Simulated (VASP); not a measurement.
Set up this calculation in VASP 6.6.1, as the native input.

```
Task                   : single point
Functional             : PBE
Potentials or basis    : VASP PAW PBE potentials, release 64 (W_sv)
Cutoff                 : 520 eV
k mesh                 : 4 × 4 × 4
Occupations            : gaussian, width 0.1 eV
Spin                   : no spin polarisation
Dipole correction      : no
Further INCAR settings : ALGO = Fast; EDIFF = 1e-06; NBANDS = 36
```

The structure of W lies in POSCAR:

```
W
1.0
    4.0396107136      0.0000000000      0.0000000000
    0.0000000000      4.0396107136      0.0000000000
    0.0000000000      0.0000000000      4.0396107136
W
4
Direct
    0.0001355630      0.0001355630      0.0001355630
    0.4998644370      0.9998644370      0.5001355630
    0.5001355630      0.4998644370      0.9998644370
    0.9998644370      0.5001355630      0.4998644370
```

This isn't the form of W at room conditions, which is bcc.

These files were run (other wordings do the same):

INCAR

```
  PREC = Accurate
  ENCUT = 520
  EDIFF = 1E-6
  ISMEAR = 0
  SIGMA = 0.1
  LREAL = False
  LASPH = True
  NELM = 60
  ALGO = Fast
  ISIF = 2
  LWAVE = False
  LCHARG = False
  GGA = PE
  NBANDS = 36
```

KPOINTS

```
Automatic mesh
0
Gamma
  4 4 4
```

Potentials or basis: VASP PAW PBE potentials, release 64 (W_sv).

Run with:

```console
$ cat potpaw_PBE.64/W_sv/POTCAR > POTCAR
$ mpirun -np 1 vasp_std > vasp.out
```

It gave:

| Quantity | Value |
| --- | --- |
| Pressure | 0.3 GPa |
| Largest force | 0.008 eV/Å |
| Band gap on the k mesh | zero (bands 28 and 29 overlap by 2.77 eV) |

Caveat: the k points lie up to 0.39 Å⁻¹ apart, too coarse for converged energies and pressures of a metal; spin-orbit coupling is left out, which moves the levels of the heavy elements.

It took 28 s on 1 thread of Intel(R) Xeon(R) Platinum 8559C (Emerald Rapids) (shared host), peak memory 0.16 GiB.
